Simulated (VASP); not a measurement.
Set up this calculation in VASP 6.6.1, as the native input.

```
Task                   : single point
Functional             : PBE
Potentials or basis    : VASP PAW PBE potentials, release 64 (Mn_pv, S)
Cutoff                 : 520 eV
k mesh                 : 10 × 10 × 10
Occupations            : gaussian, width 0.05 eV
Spin                   : no spin polarisation
Dipole correction      : no
Further INCAR settings : ALGO = Normal; EDIFF = 1e-06; NBANDS = 16
```

The structure of MnS (Browneite) lies in POSCAR:

```
MnS
1.0
    0.0000000000      2.4887531642      2.4887531642
    2.4887531642      0.0000000000      2.4887531642
    2.4887531642      2.4887531642      0.0000000000
Mn S
1 1
Direct
    0.0000000000      0.0000000000      0.0000000000
    0.2500000000      0.2500000000      0.2500000000
```

These files were run (other wordings do the same):

INCAR

```
SYSTEM = MnS
  PREC = Accurate
  ENCUT = 520
  EDIFF = 1E-6
  ISMEAR = 0
  SIGMA = 0.05
  LREAL = .FALSE.
  LASPH = .TRUE.
  NELM = 100
  ALGO = Normal
  ISIF = 2
  LWAVE = .FALSE.
  LCHARG = .TRUE.
  GGA = PE
  LELF = .TRUE.
  LVHAR = .TRUE.
  NBANDS = 16
```

KPOINTS

```
Automatic mesh
0
G
  10 10 10
  0 0 0
```

Potentials or basis: VASP PAW PBE potentials, release 64 (Mn_pv, S).

Launch:

```sh
$ cat potpaw_PBE.64/Mn_pv/POTCAR potpaw_PBE.64/S/POTCAR > POTCAR
$ mpirun -np 1 vasp_std > vasp.out
```

It gave:

| Property | Result |
| --- | --- |
| Pressure | 0.2 GPa |

Caveat: the run has no spin polarisation, though such a crystal can be magnetic.

It took 65 s on 1 thread of AMD EPYC 7R13, on a shared host, peak memory 0.14 GiB.
